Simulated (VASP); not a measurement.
A run of VASP 6.6.1 is set up as follows.

POSCAR

```
KF
1.0
    0.0000000000      2.7112068600      2.7112068600
    2.7112068600      0.0000000000      2.7112068600
    2.7112068600      2.7112068600      0.0000000000
K F
1 1
Direct
    0.0000000000      0.0000000000      0.0000000000
    0.5000000000      0.5000000000      0.5000000000
```

File INCAR.step1:

```
SYSTEM = KF
ALGO     = Normal         ! electronic algorithm
EDIFF    = 1E-4           ! SCF threshold, eV
ENCUT    = 520            ! plane-wave cutoff, eV
GGA      = PE             ! functional
ISMEAR   = -1             ! smearing method
LASPH    = .TRUE.         ! aspherical terms in the spheres
LCHARG   = .FALSE.        ! write CHGCAR
LREAL    = .FALSE.        ! projectors in reciprocal space
LWAVE    = .TRUE.         ! write WAVECAR
NELM     = 80             ! most SCF steps
PREC     = Accurate       ! precision mode
SIGMA    = 0.02           ! smearing width, eV
```

The input INCAR.step2:

```
SYSTEM = KF
ALGO     = Normal         ! electronic algorithm
EDIFF    = 1E-6           ! SCF threshold, eV
EDIFFG   = -0.01          ! ionic threshold
ENCUT    = 520            ! plane-wave cutoff, eV
IBRION   = 2              ! ionic algorithm
ISIF     = 2              ! what is computed and relaxed
ISMEAR   = -1             ! smearing method
ISTART   = 1            
LASPH    = .TRUE.         ! aspherical terms in the spheres
LCHARG   = .FALSE.        ! write CHGCAR
LMIXTAU  = .TRUE.       
LREAL    = .FALSE.        ! projectors in reciprocal space
LWAVE    = .FALSE.        ! write WAVECAR
METAGGA  = R2SCAN         ! meta-GGA
NELM     = 80             ! most SCF steps
NSW      = 50             ! ionic steps
PREC     = Accurate       ! precision mode
SIGMA    = 0.02           ! smearing width, eV
```

The input KPOINTS:

```
k-points
0
G
  10 10 10
  0 0 0
```

Potentials or basis: VASP PAW PBE potentials, release 64 (K_sv, F).

Command:

```sh
$ cat potpaw_PBE.64/K_sv/POTCAR potpaw_PBE.64/F/POTCAR > POTCAR
$ cp INCAR.step1 INCAR
$ mpirun -np 1 vasp_std > vasp.out
$ cp INCAR.step2 INCAR
$ mpirun -np 1 vasp_std > vasp.out
```

(1) What does it give for the band gap on the k mesh?

## Answers

(1) 6.60 eV.

Caveat: the relaxation stopped at its first step, so nothing moved.
